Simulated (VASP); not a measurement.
Here is a VASP 6.6.1 calculation.

File INCAR:

```
SYSTEM = SiO2
PREC     = Accurate       ! precision mode
ENCUT    = 520            ! plane-wave cutoff, eV
EDIFF    = 1E-6           ! SCF threshold, eV
ISMEAR   = 0              ! smearing method
SIGMA    = 0.01           ! smearing width, eV
LREAL    = .FALSE.        ! projectors in reciprocal space
LASPH    = .TRUE.         ! aspherical terms in the spheres
NELM     = 60             ! most SCF steps
ALGO     = Normal         ! electronic algorithm
ISIF     = 2              ! what is computed and relaxed
LWAVE    = .FALSE.        ! write WAVECAR
LCHARG   = .FALSE.        ! write CHGCAR
NBANDS   = 25             ! bands
```

KPOINTS

```
Automatic mesh
0
G
  6 6 10
  0 0 0
```

POSCAR

```
SiO2
1.0
    4.1851888049      0.0000000000      0.0000000000
    0.0000000000      4.1851888049      0.0000000000
    0.0000000000      0.0000000000      2.6688398925
Si O
2 4
Direct
    0.0000000000      0.0000000000      0.0000000000
    0.5000000000      0.5000000000      0.5000000000
    0.3061010091      0.3061010091      0.0000000000
    0.1938989909      0.8061010091      0.5000000000
    0.8061010091      0.1938989909      0.5000000000
    0.6938989909      0.6938989909      0.0000000000
```

Potentials or basis: VASP PAW LDA potentials, release 64 (Si, O).

Command:

```console
$ cat potpaw_LDA.64/Si/POTCAR potpaw_LDA.64/O/POTCAR > POTCAR
$ mpirun -np 1 vasp_std > vasp.out
```

Q: What does it give for the band gap on the k mesh?

A: 5.54 eV, direct.

Q: Estimate the largest force.

A: 0.004 eV/Å.

Q: What does it give for the pressure?

A: -4.1 GPa.

Forces on the atoms (eV/Å):
```
Si   0.000  0.000  0.000
Si   0.000  0.000  0.000
O    0.003  0.003  0.000
O   -0.003  0.003  0.000
O    0.003 -0.003  0.000
O   -0.003 -0.003  0.000
```

A k mesh can miss the band edges.
